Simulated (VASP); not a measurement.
The system is CsW.

```
Cs W
1.0
     0.00000    3.15444    3.15444
     3.15444    0.00000    3.15444
     3.15444    3.15444    0.00000
Cs W
1 1
Cartesian
  0.0000 0.0000 0.0000
  4.7317 4.7317 4.7317
```

| Item | Value |
| --- | --- |
| Program | VASP 6.6.1 |
| Task | relaxation of cell and atoms |
| Functional | PBE |
| Potentials or basis | VASP PAW PBE potentials, release 64 (Cs_sv, W_sv) |
| Cutoff | 500 eV |
| k mesh | 16 × 16 × 16 |
| Occupations | gaussian, width 0.1 eV |
| Spin | no spin polarisation |

At the start: pressure 1.7 GPa; volume 31.39 Å³/atom.

Task: Where does the relaxation end?

Result: Over 4 steps the energy falls by 11.3 meV/atom and the volume is 33.74 Å³/atom (+7.5 %); space group F-43m (No. 216, to 0.1 Å) before and after.

The path:
```
step  energy change (eV)  largest force (eV/Å)  pressure (GPa)  volume (Å³)
   1              0.0000                0.0000            1.71        62.78
   2             -0.0203                0.0000            0.48        65.86
   3             -0.0225                0.0000           -0.08        67.77
   4             -0.0226                0.0000           -0.01        67.48
```

Final structure:
```
CELL_PARAMETERS angstrom
0.00000 3.23141 3.23141
3.23141 0.00000 3.23141
3.23141 3.23141 0.00000
ATOMIC_POSITIONS crystal
Cs 0.00000 0.00000 0.00000
W 0.75000 0.75000 0.75000
```
